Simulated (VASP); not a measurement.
**NbTe: single point with PBE**

The system is NbTe.

```
Nb Te
1.0
     0.00000    3.18466    3.18466
     3.18466    0.00000    3.18466
     3.18466    3.18466    0.00000
Nb Te
1 1
Direct
  0.00000 0.00000 0.00000
  0.25000 0.25000 0.25000
```

```
Program                 : VASP 6.6.1
Task                    : single point
Functional              : PBE
Potentials or basis     : VASP PAW PBE potentials, release 64 (Nb_sv, Te)
Cutoff                  : 400 eV
k mesh                  : 10 × 10 × 10
Occupations             : gaussian, width 0.05 eV
Spin                    : non-collinear spin, typed start, spin-orbit coupling
Starting moments        : [[1.155, 1.155, 1.155], [0.0, 0.0, 0.0]] μB
Dipole correction       : no
k mesh for the DOS      : 15 × 15 × 15
Occupations for the DOS : tetrahedron
Further INCAR settings  : ALGO = Normal; EDIFF = 1e-06; NBANDS = 31
```

- Net moment: 2.20 μB per cell
- Valence electrons inside the program's atomic spheres: Nb 10.69; Te 3.50

Moments on the atoms (μB; x, y, z):
```
Nb   0.92  0.92  0.92
Te  -0.03 -0.03 -0.03
```

Run time: 2 h on 1 thread of Intel Xeon 8259CL, on a shared host, peak memory 1.9 GiB.
